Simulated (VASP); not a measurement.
Runs of VASP 6.6.1 on WC. The structure is that of space group P-6m2 (No. 187), or close to it. The cells are those of the table. 

```tsv
task	cell	cutoff (eV)	k mesh for the DOS	occupations for the DOS	gap on the mesh (eV)	pressure (GPa)
single point	a = 2.857, b = 2.857, c = 2.799 Å, angles 90.0, 90.0, 120.0°, 2 atoms	520	-	-	none	28.4
single point	a = 2.824, b = 2.824, c = 2.773 Å, angles 90.0, 90.0, 120.0°, 2 atoms	520	-	-	none	45.8
relaxation of shape and atoms at fixed volume	relaxed from a = 2.951, b = 2.951, c = 2.875 Å, angles 90.0, 90.0, 120.0°, 2 atoms	600	-	-	none	-9.7
single point	a = 2.890, b = 2.890, c = 2.823 Å, angles 90.0, 90.0, 120.0°, 2 atoms	520	-	-	none	(a)
```

Alike in all rows: level PBE; potentials or basis VASP PAW PBE potentials, release 64 (W_sv, C); no spin polarisation; k mesh 18 × 18 × 14; smearing gaussian 0.1 eV.

**Question.** Fill in the values left out.

**Answer.** (a) 13.7.

Caveats: spin-orbit coupling is left out, which moves the levels of the heavy elements.

A k mesh can miss the band edges, and the runs leave out spin-orbit coupling on W.

A gap of «none» marks levels without a gap at the run's occupations.
